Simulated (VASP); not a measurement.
# Mg2Si3N (P6_3/mmc) in VASP: relaxation of cell and atoms with PBE

Aim: the relaxation of cell and atoms of Mg2Si3N with PBE.

All numbers are computed with VASP 6.6.1; they aren't measurements. Logs are shortened: lines on timing, memory, paths and dates and some standing lists are left out, and cuts for length are marked.

### Step 1. The cell of the first run

It takes space group P6_3/mmc (No. 194, hexagonal). Conventional cell: a = 4.950 Å, b = 4.950 Å, c = 8.080 Å, α = 90.00°, β = 90.00°, γ = 120.00°. Mg (site symmetry 3m) has 9 Si at 2.88 to 2.90 Å and 3 N at 2.90 Å and 4 Mg at 3.03 to 3.04 Å within 3.8 Å. Within 3.2 Å of Si (site symmetry mm2) lie 4 Si at 2.43 to 2.52 Å and 2 N at 2.49 Å and 6 Mg at 2.88 to 2.90 Å. Within 3.3 Å of N (site symmetry -3m) lie 6 Si at 2.49 Å and 6 Mg at 2.90 Å.

### Step 2. Relaxation of cell and atoms, PBE

Input file INCAR:

```
ALGO = Normal
EDIFF = 1E-7
EDIFFG = -0.08
ENCUT = 600
GGA = PE
GGA_COMPAT = False
IBRION = 2
ISIF = 3
ISMEAR = 0
LASPH = True
LCHARG = False
LREAL = False
LWAVE = False
NELM = 120
NELMIN = 4
NSW = 36
PREC = Accurate
SIGMA = 0.2
```

Input file KPOINTS:

```
k-points
0
Gamma
  4 4 2
```

Input file POSCAR:

```
Mg2Si3N
1.0
    4.9500000000      0.0000000000      0.0000000000
   -2.4750000000      4.2868257500      0.0000000000
    0.0000000000      0.0000000000      8.0800000000
Mg Si N
4 6 2
Direct
    0.3333333300      0.6666666700      0.0620000000
    0.6666666700      0.3333333300      0.5620000000
    0.3333333300      0.6666666700      0.4380000000
    0.6666666700      0.3333333300      0.9380000000
    0.8300000000      0.6600000000      0.2500000000
    0.8300000000      0.1700000000      0.2500000000
    0.3400000000      0.1700000000      0.2500000000
    0.1700000000      0.8300000000      0.7500000000
    0.6600000000      0.8300000000      0.7500000000
    0.1700000000      0.3400000000      0.7500000000
    0.0000000000      0.0000000000      0.0000000000
    0.0000000000      0.0000000000      0.5000000000
```

Potentials or basis: VASP PAW PBE potentials, release 64 (Mg, Si, N).

On the command line:

```sh
cat potpaw_PBE.64/Mg/POTCAR potpaw_PBE.64/Si/POTCAR potpaw_PBE.64/N/POTCAR > POTCAR
mpirun -np 1 vasp_std > vasp.out
```

OUTCAR:

```text
EDIFF = 1E-7
   EDIFFG = -0.08
   ENCUT = 600
   GGA = PE
   IBRION = 2
   ISIF = 3
   ISMEAR = 0
   LASPH = True
   LREAL = False
   NELM = 120
   NELMIN = 4
   NSW = 36
   PREC = Accurate

 ion  position               nearest neighbor table
   1  0.333  0.667  0.062-   8 2.88   9 2.88  10 2.88   5 2.90   7 2.90   6 2.90   6 2.90   5 2.90
                             7 2.90   4 3.03   4 3.03   4 3.03   3 3.04
   2  0.667  0.333  0.562-   6 2.88   7 2.88   5 2.88  10 2.90   9 2.90   8 2.90   8 2.90  10 2.90
                             9 2.90   3 3.03   3 3.03   3 3.03   4 3.04
   3  0.333  0.667  0.438-   8 2.88   9 2.88  10 2.88   5 2.90   7 2.90   6 2.90   6 2.90   5 2.90
                             7 2.90   2 3.03   2 3.03   2 3.03   1 3.04
   4  0.667  0.333  0.938-   6 2.88   7 2.88   5 2.88  10 2.90   9 2.90   8 2.90   8 2.90  10 2.90
                             9 2.90   1 3.03   1 3.03   1 3.03   2 3.04
   5  0.830  0.660  0.250-   6 2.43   7 2.43   7 2.52   6 2.52   2 2.88   4 2.88   3 2.90   1 2.90
                             3 2.90   1 2.90
   6  0.830  0.170  0.250-   7 2.43   5 2.43   7 2.52   5 2.52   4 2.88   2 2.88   1 2.90   3 2.90
                             3 2.90   1 2.90
   7  0.340  0.170  0.250-   6 2.43   5 2.43   6 2.52   5 2.52   2 2.88   4 2.88   1 2.90   3 2.90
                             3 2.90   1 2.90
   8  0.170  0.830  0.750-   9 2.43  10 2.43   9 2.52  10 2.52   3 2.88   1 2.88   4 2.90   2 2.90
                             2 2.90   4 2.90
   9  0.660  0.830  0.750-   8 2.43  10 2.43   8 2.52  10 2.52   1 2.88   3 2.88   2 2.90   4 2.90
                             2 2.90   4 2.90
  10  0.170  0.340  0.750-   8 2.43   9 2.43   8 2.52   9 2.52   1 2.88   3 2.88   4 2.90   2 2.90
                             2 2.90   4 2.90
  11  0.000  0.000  0.000-
  12  0.000  0.000  0.500-

  LATTYP: Found a hexagonal cell.
 ALAT       =     4.9500000000
 C/A-ratio  =     1.6323232323

  Lattice vectors:

 A1 = (   4.9500000000,   0.0000000000,   0.0000000000)
 A2 = (  -2.4750000000,   4.2868257500,   0.0000000000)
 A3 = (   0.0000000000,   0.0000000000,   8.0800000000)

Analysis of symmetry for initial positions (statically):
=====================================================================
 Subroutine PRICEL returns:
 Original cell was already a primitive cell.

 Routine SETGRP: Setting up the symmetry group for a
 hexagonal supercell.

 Subroutine GETGRP returns: Found 24 space group operations
 (whereof 12 operations were pure point group operations)
 out of a pool of 24 trial point group operations.

The static configuration has the point symmetry D_3d.
 The point group associated with its full space group is D_6h.

Analysis of symmetry for dynamics (positions and initial velocities):
=====================================================================
 Subroutine PRICEL returns:
 Original cell was already a primitive cell.

 Routine SETGRP: Setting up the symmetry group for a
 hexagonal supercell.

 Subroutine GETGRP returns: Found 24 space group operations
 (whereof 12 operations were pure point group operations)
 out of a pool of 24 trial point group operations.

The dynamic configuration has the point symmetry D_3d.
 The point group associated with its full space group is D_6h.

 Subroutine INISYM returns: Found 24 space group operations
 (whereof 12 operations are pure point group operations),
 and found     1 'primitive' translations

----------------------------------------------------------------------------------------

                                     Primitive cell

  volume of cell :     171.4559

  direct lattice vectors                    reciprocal lattice vectors
     4.950000000  0.000000000  0.000000000     0.202020202  0.116636418  0.000000000
    -2.475000000  4.286825750  0.000000000     0.000000000  0.233272836  0.000000000
     0.000000000  0.000000000  8.080000000     0.000000000  0.000000000  0.123762376

  length of vectors
     4.950000000  4.950000001  8.080000000     0.233272836  0.233272836  0.123762376

  position of ions in fractional coordinates (direct lattice)
     0.333333330  0.666666670  0.062000000
     0.666666670  0.333333330  0.562000000
     0.333333330  0.666666670  0.438000000
     0.666666670  0.333333330  0.938000000
     0.830000000  0.660000000  0.250000000
     0.830000000  0.170000000  0.250000000
     0.340000000  0.170000000  0.250000000
     0.170000000  0.830000000  0.750000000
     0.660000000  0.830000000  0.750000000
     0.170000000  0.340000000  0.750000000
     0.000000000  0.000000000  0.000000000
     0.000000000  0.000000000  0.500000000

  ion indices of the primitive-cell ions
   primitive index   ion index
                 1           1
                 2           2
                 3           3
                 4           4
                 5           5
                 6           6
                 7           7
                 8           8
                 9           9
                10          10
                11          11
                12          12

----------------------------------------------------------------------------------------

 KPOINTS: k-points

Automatic generation of k-mesh.
 Grid dimensions read from file:
 generate k-points for:    4    4    2

 Generating k-lattice:

  Cartesian coordinates                     Fractional coordinates (reciprocal lattice)
     0.050505051  0.029159104  0.000000000     0.250000000  0.000000000  0.000000000
     0.000000000  0.058318209  0.000000000     0.000000000  0.250000000  0.000000000
     0.000000000  0.000000000  0.061881188     0.000000000  0.000000000  0.500000000

  Length of vectors
     0.058318209  0.058318209  0.061881188

  Shift w.r.t. Gamma in fractional coordinates (k-lattice)
     0.000000000  0.000000000  0.000000000

 Subroutine IBZKPT returns following result:
 ===========================================

 Found      8 irreducible k-points:

 Following reciprocal coordinates:
            Coordinates               Weight
  0.000000  0.000000  0.000000      1.000000
  0.250000 -0.000000  0.000000      6.000000
  0.500000 -0.000000  0.000000      3.000000
  0.250000  0.250000  0.000000      6.000000
  0.000000  0.000000  0.500000      1.000000
  0.250000 -0.000000  0.500000      6.000000
  0.500000 -0.000000  0.500000      3.000000
  0.250000  0.250000  0.500000      6.000000
   k-points           NKPTS =      8   k-points in BZ     NKDIM =      8   number of bands    NBANDS=     28
   number of dos      NEDOS =    301   number of ions     NIONS =     12
   total plane-waves  NPLWV = 112000
   dimension x,y,z NGX =    40 NGY =   40 NGZ =   70
   dimension x,y,z NGXF=    80 NGYF=   80 NGZF=  140
   ions per type =               4   6   2
   NGX,Y,Z   is equivalent  to a cutoff of  13.43, 13.43, 14.40 a.u.
   NGXF,Y,Z  is equivalent  to a cutoff of  26.87, 26.87, 28.80 a.u.
 SYSTEM =  unknown system
   PREC   = accura    normal or accurate (medium, high low for compatibility)
   ISTART =      0    job   : 0-new  1-cont  2-samecut
   ICHARG =      2    charge: 1-file 2-atom 10-const
   ISPIN  =      1    spin polarized calculation?
   LNONCOLLINEAR =      F non collinear calculations
   LSORBIT =      F    spin-orbit coupling
   LASPH  =      T    aspherical Exc in radial PAW
   ENCUT  =  600.0 eV  44.10 Ry    6.64 a.u.   9.89  9.89 16.14*2*pi/ulx,y,z
   NELM   =    120;   NELMIN=  4; NELMDL= -5     # of ELM steps
   EDIFF  = 0.1E-06   stopping-criterion for ELM
   LREAL  =      F    real-space projection
   EDIFFG = -.8E-01   stopping-criterion for IOM
   NSW    =     36    number of steps for IOM
   IBRION =      2    ionic relax: 0-MD 1-quasi-New 2-CG
   NFREE  =      1    steps in history (QN), initial steepest desc. (CG)
   ISIF   =      3    stress and relaxation
   ISYM   =      2    0-nonsym 1-usesym 2-fastsym
   POTIM  = 0.5000    time-step for ionic-motion
   TEBEG  =    0.0;   TEEND  =   0.0 temperature during run
   PSTRESS=    0.0 pullay stress
   NELECT =      42.0000    total number of electrons
   NUPDOWN=      -1.0000    fix difference up-down
   EMIN   =  10.00;   EMAX   =-10.00  energy-range for DOS
   EFERMI =   0.00;   METHOD = LEGACY
   ISMEAR =     0;   SIGMA  =   0.20  broadening in eV -4-tet -1-fermi 0-gaus
   EFERMI_NEDOS =   21; number of points for ismear=-14 and -15
   IALGO  =     38    algorithm
   IMIX   =      4    mixing-type and parameters
     AMIX     =   0.40;   BMIX     =  1.00
     AMIX_MAG =   1.60;   BMIX_MAG =  1.00
  volume/ion in A,a.u.               =      14.29        96.42
  Fermi-wavevector in a.u.,A,eV,Ry     =   1.024331  1.935706 14.275977  1.049255
  Thomas-Fermi vector in A             =   2.158113
   LORBIT       =      0    0 simple, 1 ext, 2 COOP (PROOUT), +10 PAW based schemes
   GGA     = PE    functional components
   LHFCALC =     F    Hartree Fock is set to
   AEXX    =    0.0000 exact exchange contribution
   IVDW    =     0    specifies the selected vdW correction
   LEPSILON=     F    determine dielectric tensor
   LRPA    =     F    only Hartree local field effects (RPA)
 conjugate gradient relaxation of ions
 non-spin polarized calculation
 Gauss-broadening in eV      SIGMA  =   0.20
  energy-cutoff  :      600.00
  volume of cell :      171.46
 maximum number of plane-waves:      5740
 NGX is ok and might be reduce to    40
   NGX = 19   NGY = 19   NGZ = 33

--------------------------------------- Ionic step        1  -------------------------------------------

 number of electron      42.0000002 magnetization

 Free energy of the ion-electron system (eV)
  ---------------------------------------------------
  ext. energy  EPLUGINS =         0.00000000
  ---------------------------------------------------
  free energy    TOTEN  =       -48.36514977 eV

  energy without entropy =      -48.25602931  energy(sigma->0) =      -48.31058954

------------------------ aborting loop because EDIFF is reached ----------------------------------------

  FORCE on cell =-STRESS in cart. coord.  units (eV):
  Direction    XX          YY          ZZ          XY          YZ          ZX
  --------------------------------------------------------------------------------------
  -------------------------------------------------------------------------------------
  Total        0.4242842      0.4242842      5.1557969     -0.0000000      0.0000000      0.0000000
  in kB        3.9647435      3.9647435     48.1785801     -0.0000000      0.0000000      0.0000000
  external PRESSURE =      18.7026891 kB  Pullay stress =       0.0000000 kB
[... 119 lines left out ...]
  FREE ENERGIE OF THE ION-ELECTRON SYSTEM (eV)
  ---------------------------------------------------
  free  energy   TOTEN  =       -48.6008264516 eV

  energy  without entropy=      -48.5083245739  energy(sigma->0) =      -48.55457551

[... ionic steps 4 to 11 ...]

--------------------------------------- Ionic step       12  -------------------------------------------

 number of electron      41.9999999 magnetization

------------------------ aborting loop because EDIFF is reached ----------------------------------------

  FORCE on cell =-STRESS in cart. coord.  units (eV):
  Direction    XX          YY          ZZ          XY          YZ          ZX
  --------------------------------------------------------------------------------------
  -------------------------------------------------------------------------------------
  Total        2.4577393      2.4577393      1.0309011      0.0000000      0.0000000     -0.0000000
  in kB       22.2803533     22.2803533      9.3455157      0.0000000      0.0000000     -0.0000000
  external PRESSURE =      17.9687408 kB  Pullay stress =       0.0000000 kB
[... 77 lines left out ...]
  energy  without entropy=      -48.6746895930  energy(sigma->0) =      -48.70707487

--------------------------------------- Ionic step       14  -------------------------------------------

 number of electron      42.0000000 magnetization

 Free energy of the ion-electron system (eV)
  ---------------------------------------------------
  ext. energy  EPLUGINS =         0.00000000
  ---------------------------------------------------
  free energy    TOTEN  =       -48.74996197 eV

  energy without entropy =      -48.68085421  energy(sigma->0) =      -48.71540809

 E-fermi :   7.1036     XC(G=0): -10.2858

 val. band max:        6.8798721105   @ k =   0.2500   0.2500   0.0000
 cond. band min:       7.1862095111   @ k =   0.5000  -0.0000   0.5000
 fundamental gap:      0.3063374006
 Fermi energy:         7.1036384731

 k-point     1 :       0.0000    0.0000    0.0000
  band No.  band energies     occupation
      1      -7.4968      2.00000
      2      -6.5862      2.00000
      3      -5.5270      2.00000
      4      -3.9854      2.00000
      5       0.4019      2.00000
      6       0.9954      2.00000
[... 276 lines left out ...]
  FREE ENERGIE OF THE ION-ELECTRON SYSTEM (eV)
  ---------------------------------------------------
  free  energy   TOTEN  =       -48.7499619678 eV

  energy  without entropy=      -48.6808542074  energy(sigma->0) =      -48.71540809

 reached required accuracy - stopping structural energy minimisation
```

Run time: 21 min. Hardware: 1 thread of Intel Xeon 8259CL, shared host; peak memory 0.36 GiB.

What came out:

```
Free energy                           : -48.7500 eV
Relaxed volume                        : 15.02 Å³/atom
Relaxed cell                          : a = 4.824 Å, b = 4.824 Å, c = 8.942 Å, α = 90.00°, β = 90.00°, γ = 120.00°
Space group after relaxing (to 0.1 Å) : P6_3/mmc (No. 194)
Energy gained by relaxing             : 32.1 meV/atom
Ionic steps                           : 14
Pressure after relaxing               : -0.2 GPa
Largest force after relaxing          : 0.031 eV/Å
Band gap on the k mesh                : zero (bands 21 and 22 overlap by 2.48 eV)
```

Forces in eV/Å, atoms in the order of the input:
```
Mg   0.000  0.000  0.012
Mg   0.000  0.000  0.012
Mg   0.000  0.000 -0.012
Mg   0.000  0.000 -0.012
Si   0.000 -0.031  0.000
Si  -0.027  0.016  0.000
Si   0.027  0.016  0.000
Si   0.027 -0.016  0.000
Si  -0.027 -0.016  0.000
Si   0.000  0.031  0.000
N    0.000  0.000  0.000
N    0.000  0.000  0.000
```

Stress tensor (GPa, compression positive):
```
-0.32  0.00  0.00
 0.00 -0.32  0.00
 0.00  0.00  0.02
```

The path:
| step | energy change (eV) | largest force (eV/Å) | pressure (GPa) | volume (Å³) |
| --- | --- | --- | --- | --- |
| 1 | 0.0000 | 1.1074 | 1.87 | 171.46 |
| 2 | -0.2356 | 0.1032 | -0.22 | 175.61 |
| 3 | -0.2357 | 0.1056 | -0.24 | 175.67 |
| 4 | -0.2628 | 0.1173 | 0.09 | 175.37 |
| 5 | -0.3166 | 0.1155 | 1.38 | 174.35 |
| 6 | -0.2337 | 0.0784 | 5.05 | 171.78 |
| 7 | -0.3274 | 0.0899 | 2.00 | 173.89 |
| 8 | -0.3284 | 0.0510 | 2.71 | 173.38 |
| 9 | -0.3397 | 0.0201 | 2.51 | 174.02 |
| 10 | -0.3609 | 0.0651 | 1.99 | 175.95 |
| 11 | -0.3314 | 0.1942 | 1.17 | 179.71 |
| 12 | -0.3632 | 0.0958 | 1.80 | 176.74 |
| 13 | -0.3743 | 0.0618 | 1.27 | 177.60 |
| 14 | -0.3848 | 0.0313 | -0.21 | 180.20 |

Final structure:
```
Mg Si N
1.0
     4.82380    0.00000    0.00000
    -2.41190    4.17754    0.00000
     0.00000    0.00000    8.94230
Mg Si N
4 6 2
Direct
  0.33333 0.66667 0.05768
  0.66667 0.33333 0.55768
  0.33333 0.66667 0.44232
  0.66667 0.33333 0.94232
  0.83560 0.67119 0.25000
  0.83560 0.16440 0.25000
  0.32881 0.16440 0.25000
  0.16440 0.83560 0.75000
  0.67119 0.83560 0.75000
  0.16440 0.32881 0.75000
  0.00000 0.00000 0.00000
  0.00000 0.00000 0.50000
```

Levels at points of the mesh, in eV from the Fermi level:
| k point | band 18 | band 19 | band 20 | band 21 | band 22 | band 23 | band 24 | band 25 |
| --- | --- | --- | --- | --- | --- | --- | --- | --- |
| (0.00, 0.00, 0.00) | -3.44 | -1.83 | -1.36 | -0.76 | -0.76 | -0.68 | 0.14 | 0.16 |
| (0.50, 0.00, 0.00) | -0.44 | -0.31 | 0.21 | 0.66 | 0.67 | 0.92 | 1.01 | 1.51 |
| (0.00, 0.00, 0.50) | -2.08 | -2.08 | -2.08 | -1.83 | -1.83 | -0.80 | -0.80 | 1.28 |
| (0.50, 0.00, 0.50) | -1.55 | 0.08 | 0.08 | 0.45 | 0.45 | 0.90 | 0.90 | 1.74 |

Caveat: the k points lie up to 0.38 Å⁻¹ apart in the final cell, too coarse for converged energies and pressures of a metal.
